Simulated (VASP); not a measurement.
Set up this calculation in VASP 6.6.1, as the native input.

| Property | Result |
| --- | --- |
| Task | single point |
| Functional | PBE |
| Potentials or basis | VASP PAW PBE potentials, release 64 (Ta_pv, N) |
| Cutoff | 600 eV |
| k mesh | 20 × 20 × 20 |
| Occupations | gaussian, width 0.15 eV |
| Spin | no spin polarisation |
| Dipole correction | no |
| Further INCAR settings | ALGO = Normal; EDIFF = 1e-06; NBANDS = 15 |

The structure of TaN lies in POSCAR:

```
TaN
1.0
    0.0000000000      2.0505175069      2.4606210083
    2.0505175069      0.0000000000      2.4606210083
    2.0505175069      2.0505175069      0.0000000000
Ta N
1 1
Direct
    0.5000000000      0.5000000000      0.5000000000
    0.0000000000      0.0000000000      0.0000000000
```

This cell differs from its parent crystal: ratio of the length along z to the lengths across it x 1.2, volume and fractional coordinates fixed.

The input as run:

INCAR

```
ALGO = Normal
EDIFF = 1E-6
ENCUT = 600
GGA = PE
GGA_COMPAT = False
ISIF = 2
ISMEAR = 0
LASPH = True
LCHARG = False
LREAL = False
LWAVE = False
NBANDS = 15
NELM = 120
PREC = Accurate
SIGMA = 0.15
```

KPOINTS

```
k-points
0
Gamma
  20 20 20
```

Potentials or basis: VASP PAW PBE potentials, release 64 (Ta_pv, N).

The run is started by

```console
$ cat potpaw_PBE.64/Ta_pv/POTCAR potpaw_PBE.64/N/POTCAR > POTCAR
$ mpirun -np 1 vasp_std > vasp.out
```

It gave:

- Pressure: 42.2 GPa
- Band gap on the k mesh: zero (band 8 reaches 11.77 eV, above the bottom of band 9 at 6.87 eV)

Caveat: spin-orbit coupling is left out, which moves the levels of the heavy elements.

Run time: 3.4 min on 1 thread of Intel(R) Xeon(R) Platinum 8259CL CPU @ 2.50GHz (Skylake/Cascade Lake) (shared host), peak memory 0.36 GiB.
